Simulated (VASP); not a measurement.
# SiGe (P6_3mc) in VASP: a series of runs, part 2 of 2

VASP 6.6.1. The steps go on from the part before.

### Step 3. Single point, r2SCAN (strain -0.050 along x and y, +0.050 along z)

The input, POSCAR:

```
SiGe
1.0
    3.7092287337      0.0000000000      0.0000000000
   -1.8546143668      3.2122863118      0.0000000000
    0.0000000000      0.0000000000      6.7733221500
Si Ge
2 2
Direct
    0.6666666667      0.3333333333      0.8746070000
    0.3333333333      0.6666666667      0.3746070000
    0.6666666667      0.3333333333      0.5003920000
    0.3333333333      0.6666666667      0.0003920000
```

The input, INCAR.step1:

```
SYSTEM = SiGe
PREC = Accurate ; ENCUT = 520
ISMEAR = 0 ; SIGMA = 0.05
LREAL = .FALSE. ; LASPH = .TRUE.
NELM = 80 ; NBANDS = 26
GGA = PE ; ALGO = Normal
EDIFF = 1E-4 ; LWAVE = .TRUE.
LCHARG = .FALSE.
```

The input, INCAR.step2:

```
SYSTEM = SiGe
PREC = Accurate ; ENCUT = 520
EDIFF = 1E-6 ; ISMEAR = 0
SIGMA = 0.05 ; LREAL = .FALSE.
LASPH = .TRUE. ; NELM = 80
ALGO = Normal ; ISIF = 2
LWAVE = .FALSE. ; LCHARG = .TRUE.
METAGGA = R2SCAN ; LMIXTAU = .TRUE.
LELF = .TRUE. ; LVHAR = .TRUE.
NBANDS = 26 ; ISTART = 1
```

The input, KPOINTS:

```
regular mesh
0
G
  12 12 4
  0 0 0
```

Potentials or basis: VASP PAW PBE potentials, release 64 (Si, Ge_d).

The run is started by

```sh
$ cat potpaw_PBE.64/Si/POTCAR potpaw_PBE.64/Ge_d/POTCAR > POTCAR
$ cp INCAR.step1 INCAR
$ mpirun -np 1 vasp_std > vasp.out
$ cp INCAR.step2 INCAR
$ mpirun -np 1 vasp_std > vasp.out
```

OUTCAR:

```text
SYSTEM = SiGe
   PREC = Accurate
   ENCUT = 520
   EDIFF = 1E-6
   ISMEAR = 0
   LREAL = .FALSE.
   LASPH = .TRUE.
   NELM = 80
   ISIF = 2
   METAGGA = R2SCAN
   ISTART = 1

 ion  position               nearest neighbor table
   1  0.667  0.333  0.875-   4 2.30   4 2.30   4 2.30   3 2.53
   2  0.333  0.667  0.375-   3 2.30   3 2.30   3 2.30   4 2.53
   3  0.667  0.333  0.500-   2 2.30   2 2.30   2 2.30   1 2.53
   4  0.333  0.667  0.000-   1 2.30   1 2.30   1 2.30   2 2.53

  LATTYP: Found a hexagonal cell.
 ALAT       =     3.7092287337
 C/A-ratio  =     1.8260729214

  Lattice vectors:

 A1 = (   3.7092287337,   0.0000000000,   0.0000000000)
 A2 = (  -1.8546143668,   3.2122863118,   0.0000000000)
 A3 = (   0.0000000000,   0.0000000000,   6.7733221500)

Analysis of symmetry for initial positions (statically):
=====================================================================
 Subroutine PRICEL returns:
 Original cell was already a primitive cell.

 Routine SETGRP: Setting up the symmetry group for a
 hexagonal supercell.

 Subroutine GETGRP returns: Found 12 space group operations
 (whereof  6 operations were pure point group operations)
[... 172 lines left out ...]

 val. band max:        6.1224946338   @ k =   0.0000   0.0000   0.0000
 cond. band min:       6.5488636382   @ k =   0.0000   0.0000   0.0000
 fundamental gap:      0.4263690043
 Fermi energy:         6.3384710227

 k-point     1 :       0.0000    0.0000    0.0000
  band No.  band energies     occupation
      1     -19.2475      2.00000
      2     -19.2475      2.00000
      3     -19.2452      2.00000
      4     -19.2445      2.00000
      5     -19.2445      2.00000
      6     -19.2434      2.00000
[... 685 lines left out ...]
     25      13.9418      0.00000
     26      14.5092      0.00000

 [... further k-points ...]

------------------------ aborting loop because EDIFF is reached ----------------------------------------

  FORCE on cell =-STRESS in cart. coord.  units (eV):
  Direction    XX          YY          ZZ          XY          YZ          ZX
  --------------------------------------------------------------------------------------
  -------------------------------------------------------------------------------------
  Total        7.0430999      7.0430999     -4.2394417      0.0000000      0.0000000      0.0000000
  in kB      139.8217841    139.8217841    -84.1626994      0.0000000      0.0000000      0.0000000
  external PRESSURE =      65.1602896 kB  Pullay stress =       0.0000000 kB

 VOLUME and BASIS-vectors are now :
 -----------------------------------------------------------------------------
  energy-cutoff  :      520.00
  volume of cell :       80.70
      direct lattice vectors                 reciprocal lattice vectors
     3.709228734  0.000000000  0.000000000     0.269597825  0.155652377  0.000000000
    -1.854614367  3.212286312  0.000000000     0.000000000  0.311304754  0.000000000
     0.000000000  0.000000000  6.773322150     0.000000000  0.000000000  0.147638039

 POSITION                                       TOTAL-FORCE (eV/Angst)
 -----------------------------------------------------------------------------------
      1.85461      1.07076      5.92399        -0.000000      0.000000     -0.947413
     -0.00000      2.14152      2.53733        -0.000000      0.000000     -0.947413
      1.85461      1.07076      3.38932        -0.000000      0.000000      0.947413
     -0.00000      2.14152      0.00266         0.000000      0.000000      0.947413
 -----------------------------------------------------------------------------------
    total drift:                               -0.000000     -0.000000      0.007391

  FREE ENERGIE OF THE ION-ELECTRON SYSTEM (eV)
  ---------------------------------------------------
  free  energy   TOTEN  =       -44.7153718433 eV

  energy  without entropy=      -44.7153718433  energy(sigma->0) =      -44.71537184
```

Wall time 2.7 min (1 thread of Intel Xeon 6975P-C (Granite Rapids), shared host); peak memory 0.26 GiB.

Results:

```
Free energy            : -44.7154 eV
Pressure               : 6.5 GPa
Largest force          : 0.947 eV/Å
Band gap on the k mesh : 0.43 eV
```

Forces on the atoms (eV/Å):
```
Si   0.000  0.000 -0.947
Si   0.000  0.000 -0.947
Ge   0.000  0.000  0.947
Ge   0.000  0.000  0.947
```

Levels at points of the mesh, in eV from the valence-band top:
| k point | band 14 | band 15 | band 16 | band 17 | band 18 | band 19 | band 20 | band 21 | band 22 | band 23 |
| --- | --- | --- | --- | --- | --- | --- | --- | --- | --- | --- |
| (0.00, 0.00, 0.00) | -1.24 | -1.24 | -0.72 | 0.00 | 0.00 | 0.43 | 2.06 | 2.75 | 2.75 | 3.82 |
| (0.50, 0.00, 0.00) | -7.31 | -5.08 | -3.21 | -3.20 | -1.91 | 0.99 | 2.16 | 3.16 | 3.28 | 4.00 |
| (0.00, 0.00, 0.50) | -5.32 | -0.73 | -0.73 | -0.73 | -0.73 | 2.62 | 2.62 | 3.63 | 3.63 | 3.63 |
| (0.50, 0.00, 0.50) | -8.27 | -3.17 | -3.17 | -2.66 | -2.66 | 0.63 | 0.63 | 1.88 | 1.88 | 6.21 |

Caveat: the cell differs from its parent crystal (strain -0.050 along x and y, +0.050 along z); the cell stands under pressure; the PAW data sets were made with another functional, which shifts forces and pressure a little.

### Step 4. Single point, r2SCAN (strain +0.000 along x and y, -0.050 along z)

The input, POSCAR:

```
SiGe
1.0
    3.9044512986      0.0000000000      0.0000000000
   -1.9522256493      3.3813540124      0.0000000000
    0.0000000000      0.0000000000      6.1282438500
Si Ge
2 2
Direct
    0.6666666667      0.3333333333      0.8746070000
    0.3333333333      0.6666666667      0.3746070000
    0.6666666667      0.3333333333      0.5003920000
    0.3333333333      0.6666666667      0.0003920000
```

The input, INCAR.step1:

```
ALGO = Normal
EDIFF = 1E-4
ENCUT = 520
GGA = PE
ISMEAR = 0
LASPH = T
LCHARG = F
LREAL = F
LWAVE = T
NBANDS = 26
NELM = 60
PREC = Accurate
SIGMA = 0.05
```

The input, INCAR.step2:

```
ALGO = Normal
EDIFF = 1E-7
ENCUT = 520
ISIF = 2
ISMEAR = 0
ISTART = 1
LASPH = T
LCHARG = F
LMIXTAU = T
LREAL = F
LWAVE = F
METAGGA = R2SCAN
NBANDS = 26
NELM = 60
PREC = Accurate
SIGMA = 0.05
```

The input, KPOINTS:

```
k-points
0
Gamma
  12 12 4
```

The run is started by

```sh
$ cat potpaw_PBE.64/Si/POTCAR potpaw_PBE.64/Ge_d/POTCAR > POTCAR
$ cp INCAR.step1 INCAR
$ mpirun -np 1 vasp_std > vasp.out
$ cp INCAR.step2 INCAR
$ mpirun -np 1 vasp_std > vasp.out
```

Run time: 3.1 min. Hardware: 1 thread of Intel Xeon 6975P-C (Granite Rapids), shared host; peak memory 0.27 GiB.

The run converged. Its results:

| Item | Value |
| --- | --- |
| Free energy | -44.9953 eV |
| Pressure | 5.3 GPa |
| Largest force | 0.682 eV/Å |
| Band gap on the k mesh | 0.30 eV (least direct gap 0.32 eV) |

Forces on the atoms (eV/Å):
```
Si   0.000  0.000  0.682
Si   0.000  0.000  0.682
Ge   0.000  0.000 -0.682
Ge   0.000  0.000 -0.682
```

Stress tensor (GPa, compression positive):
```
 0.66  0.00  0.00
 0.00  0.66  0.00
 0.00  0.00 14.63
```

Levels at points of the mesh, in eV from the valence-band top:
```tsv
k point	band 15	band 16	band 17	band 18	band 19	band 20	band 21	band 22
(0.00, 0.00, 0.00)	-2.07	-0.32	0.00	0.00	0.32	1.88	1.88	2.72
(0.50, 0.00, 0.00)	-5.29	-3.72	-3.40	-1.59	0.30	2.52	3.34	3.62
(0.00, 0.00, 0.50)	-1.30	-1.30	-1.30	-1.30	1.31	1.31	3.17	3.17
(0.50, 0.00, 0.50)	-2.90	-2.90	-2.67	-2.67	0.94	0.94	2.25	2.25
```

Caveat: the cell differs from its parent crystal (strain +0.000 along x and y, -0.050 along z); the cell stands under pressure; the PAW data sets were made with another functional, which shifts forces and pressure a little. A k mesh can miss the band edges.

### Step 5. Single point, r2SCAN (strain -0.025 along x and y, +0.000 along z)

The input, POSCAR:

```
SiGe
1.0
    3.8068400161      0.0000000000      0.0000000000
   -1.9034200081      3.2968201621      0.0000000000
    0.0000000000      0.0000000000      6.4507830000
Si Ge
2 2
Direct
    0.6666666667      0.3333333333      0.8746070000
    0.3333333333      0.6666666667      0.3746070000
    0.6666666667      0.3333333333      0.5003920000
    0.3333333333      0.6666666667      0.0003920000
```

The input, INCAR.step1:

```
SYSTEM = SiGe
PREC     = Accurate       ! precision mode
ENCUT    = 520            ! plane-wave cutoff, eV
ISMEAR   = 0              ! smearing method
SIGMA    = 0.05           ! smearing width, eV
LREAL    = .FALSE.        ! projectors in reciprocal space
LASPH    = .TRUE.         ! aspherical terms in the spheres
NELM     = 80             ! most SCF steps
NBANDS   = 26             ! bands
GGA      = PE             ! functional
ALGO     = Normal         ! electronic algorithm
EDIFF    = 1E-4           ! SCF threshold, eV
LWAVE    = .TRUE.         ! write WAVECAR
LCHARG   = .FALSE.        ! write CHGCAR
```

The input, INCAR.step2:

```
SYSTEM = SiGe
PREC     = Accurate       ! precision mode
ENCUT    = 520            ! plane-wave cutoff, eV
EDIFF    = 1E-7           ! SCF threshold, eV
ISMEAR   = 0              ! smearing method
SIGMA    = 0.05           ! smearing width, eV
LREAL    = .FALSE.        ! projectors in reciprocal space
LASPH    = .TRUE.         ! aspherical terms in the spheres
NELM     = 80             ! most SCF steps
ALGO     = Normal         ! electronic algorithm
ISIF     = 2              ! what is computed and relaxed
LWAVE    = .FALSE.        ! write WAVECAR
LCHARG   = .FALSE.        ! write CHGCAR
METAGGA  = R2SCAN         ! meta-GGA
LMIXTAU  = .TRUE.       
NBANDS   = 26             ! bands
ISTART   = 1
```

The input, KPOINTS:

```
regular mesh
0
G
  12 12 4
  0 0 0
```

The run is started by

```sh
$ cat potpaw_PBE.64/Si/POTCAR potpaw_PBE.64/Ge_d/POTCAR > POTCAR
$ cp INCAR.step1 INCAR
$ mpirun -np 1 vasp_std > vasp.out
$ cp INCAR.step2 INCAR
$ mpirun -np 1 vasp_std > vasp.out
```

It took 2.6 min on 1 thread of Intel Xeon 6975P-C (Granite Rapids), shared host; peak memory 0.26 GiB.

It converged, with:

- Free energy: -45.0890 eV
- Pressure: 4.9 GPa
- Largest force: 0.327 eV/Å
- Band gap on the k mesh: 0.70 eV (least direct gap 1.22 eV)

Forces in eV/Å, atoms in the order of the input:
```
Si   0.000  0.000 -0.327
Si   0.000  0.000 -0.327
Ge   0.000  0.000  0.327
Ge   0.000  0.000  0.327
```

Stress tensor (GPa, compression positive):
```
6.90 0.00 0.00
0.00 6.90 0.00
0.00 0.00 0.78
```

Levels at points of the mesh, in eV from the valence-band top:
| k point | band 16 | band 17 | band 18 | band 19 | band 20 | band 21 |
| --- | --- | --- | --- | --- | --- | --- |
| (0.00, 0.00, 0.00) | -0.40 | 0.00 | 0.00 | 1.22 | 1.82 | 2.36 |
| (0.50, 0.00, 0.00) | -3.41 | -3.25 | -1.75 | 0.70 | 2.41 | 3.47 |
| (0.00, 0.00, 0.50) | -0.97 | -0.97 | -0.97 | 1.98 | 1.98 | 3.43 |
| (0.50, 0.00, 0.50) | -2.91 | -2.74 | -2.74 | 0.92 | 0.92 | 1.97 |

Caveat: the cell differs from its parent crystal (strain -0.025 along x and y, +0.000 along z); the cell stands under pressure; the PAW data sets were made with another functional, which shifts forces and pressure a little.

### Step 6. The runs side by side

| cell | gap on the mesh (eV) | pressure (GPa) | largest force (eV/Å) |
| --- | --- | --- | --- |
| a = 4.100, b = 4.100, c = 6.451 Å, angles 90.0, 90.0, 120.0°, 4 atoms | none | -6.3 | 0.37 |
| a = 3.709, b = 3.709, c = 6.773 Å, angles 90.0, 90.0, 120.0°, 4 atoms | 0.43 | 6.5 | 0.95 |
| a = 3.904, b = 3.904, c = 6.128 Å, angles 90.0, 90.0, 120.0°, 4 atoms | 0.30 | 5.3 | 0.68 |
| a = 3.807, b = 3.807, c = 6.451 Å, angles 90.0, 90.0, 120.0°, 4 atoms | 0.70 | 4.9 | 0.33 |

Alike in all rows: task single point; level r2SCAN; potentials or basis VASP PAW PBE potentials, release 64 (Si, Ge_d); no spin polarisation; k mesh 12 × 12 × 4; cutoff (eV) 520; smearing gaussian 0.05 eV.

Caveats: the PAW data sets were made with another functional, which shifts forces and pressure a little; the cell stands under pressure (at least some runs); the cell stands under tension (at least some runs); semilocal functionals underestimate gaps, so a narrow gap can read as zero (at least some runs).

Total energies depend on the potentials used, so only differences within one code and one set of settings carry meaning.
